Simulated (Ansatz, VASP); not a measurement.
**Two plane-wave programs on NaH**

```xyz
2
Lattice="0.0000 2.4093 2.4093 2.4093 0.0000 2.4093 2.4093 2.4093 0.0000" Properties=species:S:1:pos:R:3 pbc="T T T"
Na    0.0000    0.0000    0.0000
H     2.4093    2.4093    2.4093
```

Change from the starting cell: species swapped into the CrN type (Pmmn, No. 59).

Alike in both runs: task relaxation of cell and atoms; functional PBE; k mesh 8 × 8 × 8; occupations gaussian, width 0.02 eV; no spin polarisation.

```csv
,VASP,Ansatz
version,VASP 6.6.1,Ansatz 0.2.0
potentials or method,"VASP PAW PBE potentials, release 64 (Na_pv, H), cutoff 500 eV","scalar-relativistic, plane waves, PAW"
valence electrons in the cell,8,10
```

|  | VASP | Ansatz | Ansatz less VASP |
| --- | --- | --- | --- |
| gap on the k mesh at the Fermi level, each at its own relaxed structure (eV) | 3.77 | 3.76 | -0.007 |
| relaxed volume (Å³/atom) | 14.01 | 14.09 | +0.079 |
| relaxed cell length with the largest relative difference (Å) | 3.409 | 3.415 | +0.0064 |

VASP's potentials hold 8 valence electrons a cell and Ansatz's 10, so a difference there can come from the potentials and not from the codes.
